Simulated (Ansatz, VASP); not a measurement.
## One calculation of Rh, two programs

```
Rh
1.0
     0.00000    1.90155    1.89204
     1.90155    0.00000    1.89204
     1.90155    1.90155    0.00000
Rh
1
Direct
  0.00000 0.00000 0.00000
```

Change from the starting cell: strain -0.0050 x Voigt [0, 0, 1, 0, 0, 0], atoms carried along.

Alike in both runs: task single point; functional PBE; k mesh 22 × 22 × 22; no spin polarisation.

|  | VASP | Ansatz |
| --- | --- | --- |
| version | VASP 6.6.1 | Ansatz 0.2.0 |
| potentials or method | VASP PAW PBE potentials, release 64 (Rh_pv), cutoff 520 eV | scalar-relativistic, plane waves, PAW |
| occupations | methfessel-paxton of order 1, width 0.02 eV | cold, width 0.02 eV |
| valence electrons in the cell | 15 | 17 |

Ansatz gave:

* gap on the k mesh at the Fermi level (eV): none
* pressure (GPa): 7.1
* traceless stress, the component that is largest in VASP (GPa): 0.74

Q: Estimate VASP's values.

A: gap on the k mesh at the Fermi level (eV): none; pressure (GPa): 7.2; traceless stress, the component that is largest in VASP (GPa): 0.74.

A gap of «none» marks a metal or a gap that the smearing closes. VASP's potentials hold 15 valence electrons a cell and Ansatz's 17, so a difference there can come from the potentials and not from the codes.
